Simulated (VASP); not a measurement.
# CdS (P6_3mc) in VASP: further runs

Aim: see how the results for CdS move with the level of theory and the settings. Levels: r2SCAN, PBE. Tasks: single point, relaxation of cell and atoms.

Everything below comes from runs of VASP 6.6.1. Logs are shortened: lines on timing, memory, paths and dates and some standing lists are left out, and cuts for length are marked.

## (1) The cell of the first run

The structure is hexagonal, space group P6_3mc (No. 186). The conventional cell has a = 4.165 Å, b = 4.165 Å, c = 6.766 Å, α = 90.00°, β = 90.00°, γ = 120.00°. Cd (site symmetry 3m) has 4 S at 2.54 to 2.55 Å within 3.4 Å. Within 3.4 Å of S (site symmetry 3m) lie 4 Cd at 2.54 to 2.55 Å.

## (2) Single point, r2SCAN

File POSCAR:

```
CdS
1.0
    4.1646012805      0.0000000000      0.0000000000
   -2.0823006403      3.6066505056      0.0000000000
    0.0000000000      0.0000000000      6.7660104844
Cd S
2 2
Direct
    0.3333333333      0.6666666667     -0.0009631161
    0.6666666667      0.3333333333      0.4990368839
    0.3333333333      0.6666666667      0.3759631161
    0.6666666667      0.3333333333      0.8759631161
```

File INCAR.step1:

```
SYSTEM = CdS
PREC = Accurate
ENCUT = 520
ISMEAR = -1
SIGMA = 0.02
LREAL = .FALSE.
LASPH = .TRUE.
NELM = 80
NBANDS = 26
GGA = PE
ALGO = Normal
EDIFF = 1E-4
LWAVE = .TRUE.
LCHARG = .FALSE.
```

File INCAR.step2:

```
SYSTEM = CdS
PREC = Accurate
ENCUT = 520
EDIFF = 1E-6
ISMEAR = -1
SIGMA = 0.02
LREAL = .FALSE.
LASPH = .TRUE.
NELM = 80
ALGO = Normal
ISIF = 2
LWAVE = .FALSE.
LCHARG = .FALSE.
METAGGA = R2SCAN
LMIXTAU = .TRUE.
NBANDS = 26
ISTART = 1
```

File KPOINTS:

```
regular mesh
0
G
  6 6 4
  0 0 0
```

Potentials or basis: VASP PAW PBE potentials, release 64 (Cd, S).

Launch:

```console
$ cat potpaw_PBE.64/Cd/POTCAR potpaw_PBE.64/S/POTCAR > POTCAR
$ cp INCAR.step1 INCAR
$ mpirun -np 1 vasp_std > vasp.out
$ cp INCAR.step2 INCAR
$ mpirun -np 1 vasp_std > vasp.out
```

OUTCAR:

```text
SYSTEM = CdS
   PREC = Accurate
   ENCUT = 520
   EDIFF = 1E-6
   ISMEAR = -1
   LREAL = .FALSE.
   LASPH = .TRUE.
   NELM = 80
   ISIF = 2
   METAGGA = R2SCAN
   ISTART = 1

 ion  position               nearest neighbor table
   1  0.333  0.667  0.999-   4 2.54   4 2.54   4 2.54   3 2.55
   2  0.667  0.333  0.499-   3 2.54   3 2.54   3 2.54   4 2.55
   3  0.333  0.667  0.376-   2 2.54   2 2.54   2 2.54   1 2.55
   4  0.667  0.333  0.876-   1 2.54   1 2.54   1 2.54   2 2.55

  LATTYP: Found a hexagonal cell.
 ALAT       =     4.1646012805
 C/A-ratio  =     1.6246478423

  Lattice vectors:

 A1 = (   4.1646012805,   0.0000000000,   0.0000000000)
 A2 = (  -2.0823006403,   3.6066505056,   0.0000000000)
 A3 = (   0.0000000000,   0.0000000000,   6.7660104844)

Analysis of symmetry for initial positions (statically):
=====================================================================
 Subroutine PRICEL returns:
 Original cell was already a primitive cell.

 Routine SETGRP: Setting up the symmetry group for a
 hexagonal supercell.

 Subroutine GETGRP returns: Found 12 space group operations
 (whereof  6 operations were pure point group operations)
 out of a pool of 24 trial point group operations.

The static configuration has the point symmetry C_3v.
 The point group associated with its full space group is C_6v.

Analysis of symmetry for dynamics (positions and initial velocities):
=====================================================================
 Subroutine PRICEL returns:
 Original cell was already a primitive cell.

 Routine SETGRP: Setting up the symmetry group for a
 hexagonal supercell.

 Subroutine GETGRP returns: Found 12 space group operations
 (whereof  6 operations were pure point group operations)
 out of a pool of 24 trial point group operations.

The dynamic configuration has the point symmetry C_3v.
 The point group associated with its full space group is C_6v.

 Subroutine INISYM returns: Found 12 space group operations
 (whereof  6 operations are pure point group operations),
 and found     1 'primitive' translations

----------------------------------------------------------------------------------------

                                     Primitive cell

  volume of cell :     101.6272

  direct lattice vectors                    reciprocal lattice vectors
     4.164601281  0.000000000  0.000000000     0.240119025  0.138632784  0.000000000
    -2.082300640  3.606650506  0.000000000     0.000000000  0.277265568  0.000000000
     0.000000000  0.000000000  6.766010484     0.000000000  0.000000000  0.147797584

  length of vectors
     4.164601281  4.164601281  6.766010484     0.277265568  0.277265568  0.147797584

  position of ions in fractional coordinates (direct lattice)
     0.333333333  0.666666667  0.999036884
     0.666666667  0.333333333  0.499036884
     0.333333333  0.666666667  0.375963116
     0.666666667  0.333333333  0.875963116

  ion indices of the primitive-cell ions
   primitive index   ion index
                 1           1
                 2           2
                 3           3
                 4           4

----------------------------------------------------------------------------------------

 KPOINTS: regular mesh

Automatic generation of k-mesh.
 Grid dimensions read from file:
 generate k-points for:    6    6    4

 Generating k-lattice:

  Cartesian coordinates                     Fractional coordinates (reciprocal lattice)
     0.040019838  0.023105464  0.000000000     0.166666667  0.000000000  0.000000000
     0.000000000  0.046210928  0.000000000     0.000000000  0.166666667  0.000000000
     0.000000000  0.000000000  0.036949396     0.000000000  0.000000000  0.250000000

  Length of vectors
     0.046210928  0.046210928  0.036949396

  Shift w.r.t. Gamma in fractional coordinates (k-lattice)
     0.000000000  0.000000000  0.000000000

 Subroutine IBZKPT returns following result:
 ===========================================

 Found     21 irreducible k-points:

 Following reciprocal coordinates:
            Coordinates               Weight
  0.000000  0.000000  0.000000      1.000000
  0.166667 -0.000000  0.000000      6.000000
  0.333333 -0.000000  0.000000      6.000000
  0.500000 -0.000000  0.000000      3.000000
  0.166667  0.166667  0.000000      6.000000
  0.333333  0.166667  0.000000     12.000000
[... 13 lines left out ...]
  0.333333  0.166667  0.500000     12.000000
  0.333333  0.333333  0.500000      2.000000
   k-points           NKPTS =     21   k-points in BZ     NKDIM =     21   number of bands    NBANDS=     26
   number of dos      NEDOS =    301   number of ions     NIONS =      4
   total plane-waves  NPLWV =  51200
   dimension x,y,z NGX =    32 NGY =   32 NGZ =   50
   dimension x,y,z NGXF=    64 NGYF=   64 NGZF=  100
   ions per type =               2   2
   NGX,Y,Z   is equivalent  to a cutoff of  12.77, 12.77, 12.29 a.u.
   NGXF,Y,Z  is equivalent  to a cutoff of  25.55, 25.55, 24.57 a.u.
 SYSTEM =  CdS
   PREC   = accura    normal or accurate (medium, high low for compatibility)
   ISTART =      1    job   : 0-new  1-cont  2-samecut
   ICHARG =      0    charge: 1-file 2-atom 10-const
   ISPIN  =      1    spin polarized calculation?
   LNONCOLLINEAR =      F non collinear calculations
   LSORBIT =      F    spin-orbit coupling
   LASPH  =      T    aspherical Exc in radial PAW
   ENCUT  =  520.0 eV  38.22 Ry    6.18 a.u.   7.74  7.74 12.58*2*pi/ulx,y,z
   NELM   =     80;   NELMIN=  2; NELMDL=  0     # of ELM steps
   EDIFF  = 0.1E-05   stopping-criterion for ELM
   LREAL  =      F    real-space projection
   EDIFFG = 0.1E-04   stopping-criterion for IOM
   NSW    =      0    number of steps for IOM
   IBRION =     -1    ionic relax: 0-MD 1-quasi-New 2-CG
   NFREE  =      0    steps in history (QN), initial steepest desc. (CG)
   ISIF   =      2    stress and relaxation
   ISYM   =      2    0-nonsym 1-usesym 2-fastsym
   POTIM  = 0.5000    time-step for ionic-motion
   TEBEG  =    0.0;   TEEND  =   0.0 temperature during run
   PSTRESS=    0.0 pullay stress
   NELECT =      36.0000    total number of electrons
   NUPDOWN=      -1.0000    fix difference up-down
   EMIN   =  10.00;   EMAX   =-10.00  energy-range for DOS
   EFERMI =   0.00;   METHOD = LEGACY
   ISMEAR =    -1;   SIGMA  =   0.02  broadening in eV -4-tet -1-fermi 0-gaus
   EFERMI_NEDOS =   21; number of points for ismear=-14 and -15
   IALGO  =     38    algorithm
   IMIX   =      4    mixing-type and parameters
     AMIX     =   0.40;   BMIX     =  1.00
     AMIX_MAG =   1.60;   BMIX_MAG =  1.00
  volume/ion in A,a.u.               =      25.41       171.45
  Fermi-wavevector in a.u.,A,eV,Ry     =   1.158348  2.188960 18.255881  1.341769
  Thomas-Fermi vector in A             =   2.294951
   LORBIT       =      0    0 simple, 1 ext, 2 COOP (PROOUT), +10 PAW based schemes
   METAGGA = R2SCAN    functional components
   LHFCALC =     F    Hartree Fock is set to
   AEXX    =    0.0000 exact exchange contribution
   IVDW    =     0    specifies the selected vdW correction
   LEPSILON=     F    determine dielectric tensor
   LRPA    =     F    only Hartree local field effects (RPA)
 non-spin polarized calculation
  energy-cutoff  :      520.00
  volume of cell :      101.63
 maximum number of plane-waves:      2786
 NGX is ok and might be reduce to    32
   NGX = 15   NGY = 15   NGZ = 25

 number of electron      35.9999998 magnetization

 Free energy of the ion-electron system (eV)
  ---------------------------------------------------
  ext. energy  EPLUGINS =         0.00000000
  ---------------------------------------------------
  free energy    TOTEN  =       -59.38089012 eV

  energy without entropy =      -59.38089012  energy(sigma->0) =      -59.38089012

 E-fermi :   1.3097     XC(G=0):  -9.6087

 val. band max:        0.8444335801   @ k =   0.0000   0.0000   0.0000
 cond. band min:       2.4708842809   @ k =   0.0000   0.0000   0.0000
 fundamental gap:      1.6264507008
 Fermi energy:         1.3096975333

 k-point     1 :       0.0000    0.0000    0.0000
  band No.  band energies     occupation
      1     -11.8840      2.00000
      2     -11.4702      2.00000
      3      -7.0161      2.00000
      4      -7.0111      2.00000
      5      -7.0111      2.00000
      6      -6.9247      2.00000
[... 18 lines left out ...]
     25       8.9647      0.00000
     26       8.9647      0.00000

 k-point     2 :       0.1667   -0.0000    0.0000
  band No.  band energies     occupation
      1     -11.7930      2.00000
      2     -11.4311      2.00000
      3      -6.9854      2.00000
      4      -6.9736      2.00000
      5      -6.9335      2.00000
      6      -6.8755      2.00000
[... 18 lines left out ...]
     25       8.8744      0.00000
     26       9.5517      0.00000

 k-point     3 :       0.3333   -0.0000    0.0000
  band No.  band energies     occupation
      1     -11.5967      2.00000
      2     -11.3659      2.00000
      3      -6.9307      2.00000
      4      -6.9145      2.00000
      5      -6.7849      2.00000
      6      -6.7643      2.00000
[... 18 lines left out ...]
     25       9.5992      0.00000
     26      10.2719      0.00000

 k-point     4 :       0.5000   -0.0000    0.0000
  band No.  band energies     occupation
      1     -11.4806      2.00000
      2     -11.3509      2.00000
      3      -6.9136      2.00000
      4      -6.8954      2.00000
      5      -6.7137      2.00000
      6      -6.6978      2.00000
[... 18 lines left out ...]
     25       9.7020      0.00000
     26      11.5772      0.00000

 k-point     5 :       0.1667    0.1667    0.0000
  band No.  band energies     occupation
      1     -11.6487      2.00000
      2     -11.3799      2.00000
      3      -6.9374      2.00000
      4      -6.9283      2.00000
      5      -6.8129      2.00000
      6      -6.8106      2.00000
[... 18 lines left out ...]
     25       9.4694      0.00000
     26       9.9738      0.00000

 k-point     6 :       0.3333    0.1667    0.0000
  band No.  band energies     occupation
      1     -11.4820      2.00000
      2     -11.3514      2.00000
      3      -6.9240      2.00000
      4      -6.8689      2.00000
      5      -6.7356      2.00000
      6      -6.7203      2.00000
[... 340 lines left out ...]
 k-point    18 :       0.5000   -0.0000    0.5000
  band No.  band energies     occupation
      1     -11.4061      2.00000
      2     -11.4061      2.00000
      3      -6.8758      2.00000
      4      -6.8758      2.00000
      5      -6.8005      2.00000
      6      -6.8005      2.00000
[... 18 lines left out ...]
     25       9.7908      0.00000
     26       9.7908      0.00000

 k-point    19 :       0.1667    0.1667    0.5000
  band No.  band energies     occupation
      1     -11.5063      2.00000
      2     -11.5063      2.00000
      3      -6.8840      2.00000
      4      -6.8840      2.00000
      5      -6.8567      2.00000
      6      -6.8567      2.00000
[... 18 lines left out ...]
     25       9.3567      0.00000
     26       9.3567      0.00000

 k-point    20 :       0.3333    0.1667    0.5000
  band No.  band energies     occupation
      1     -11.4070      2.00000
      2     -11.4070      2.00000
      3      -6.8529      2.00000
      4      -6.8529      2.00000
      5      -6.8082      2.00000
      6      -6.8082      2.00000
[... 18 lines left out ...]
     25       9.8244      0.00000
     26       9.8244      0.00000

 k-point    21 :       0.3333    0.3333    0.5000
  band No.  band energies     occupation
      1     -11.3750      2.00000
      2     -11.3750      2.00000
      3      -6.8231      2.00000
      4      -6.8231      2.00000
      5      -6.8065      2.00000
      6      -6.8065      2.00000
[... 18 lines left out ...]
     25      10.6110      0.00000
     26      10.6110      0.00000

------------------------ aborting loop because EDIFF is reached ----------------------------------------

  FORCE on cell =-STRESS in cart. coord.  units (eV):
  Direction    XX          YY          ZZ          XY          YZ          ZX
  --------------------------------------------------------------------------------------
  -------------------------------------------------------------------------------------
  Total        0.1869044      0.1869044      0.1931856     -0.0000000     -0.0000000      0.0000000
  in kB        2.9465923      2.9465923      3.0456158     -0.0000000     -0.0000000      0.0000000
  external PRESSURE =       2.9796001 kB  Pullay stress =       0.0000000 kB

 VOLUME and BASIS-vectors are now :
 -----------------------------------------------------------------------------
  energy-cutoff  :      520.00
  volume of cell :      101.63
      direct lattice vectors                 reciprocal lattice vectors
     4.164601281  0.000000000  0.000000000     0.240119025  0.138632784  0.000000000
    -2.082300640  3.606650506  0.000000000     0.000000000  0.277265568  0.000000000
     0.000000000  0.000000000  6.766010484     0.000000000  0.000000000  0.147797584

 POSITION                                       TOTAL-FORCE (eV/Angst)
 -----------------------------------------------------------------------------------
     -0.00000      2.40443      6.75949        -0.000000      0.000000     -0.000884
      2.08230      1.20222      3.37649         0.000000     -0.000000     -0.000884
     -0.00000      2.40443      2.54377         0.000000     -0.000000      0.000884
      2.08230      1.20222      5.92678         0.000000      0.000000      0.000884
 -----------------------------------------------------------------------------------
    total drift:                               -0.000000     -0.000000     -0.007700

  FREE ENERGIE OF THE ION-ELECTRON SYSTEM (eV)
  ---------------------------------------------------
  free  energy   TOTEN  =       -59.3808901219 eV

  energy  without entropy=      -59.3808901219  energy(sigma->0) =      -59.38089012
```

It took 6.1 min on 1 thread of AMD EPYC 7R13, shared host; peak memory 0.22 GiB.

What came out:

```yaml
Free_energy: -59.3809 eV
Pressure: 0.3 GPa
Band_gap_on_the_k_mesh: 1.63 eV
```

Levels at points of the mesh, in eV from the valence-band top:
```tsv
k point	band 16	band 17	band 18	band 19	band 20	band 21
(0.00, 0.00, 0.00)	-0.04	0.00	0.00	1.63	3.22	6.99
(0.50, 0.00, 0.00)	-1.85	-1.26	-0.74	4.15	4.25	5.43
(0.00, 0.00, 0.50)	-0.38	-0.38	-0.38	3.26	3.26	6.62
(0.50, 0.00, 0.50)	-1.33	-1.30	-1.30	3.87	3.87	5.79
```

Caveat: the PAW data sets were made with another functional, which shifts forces and pressure a little.

(Continued in part 2 of 3.)
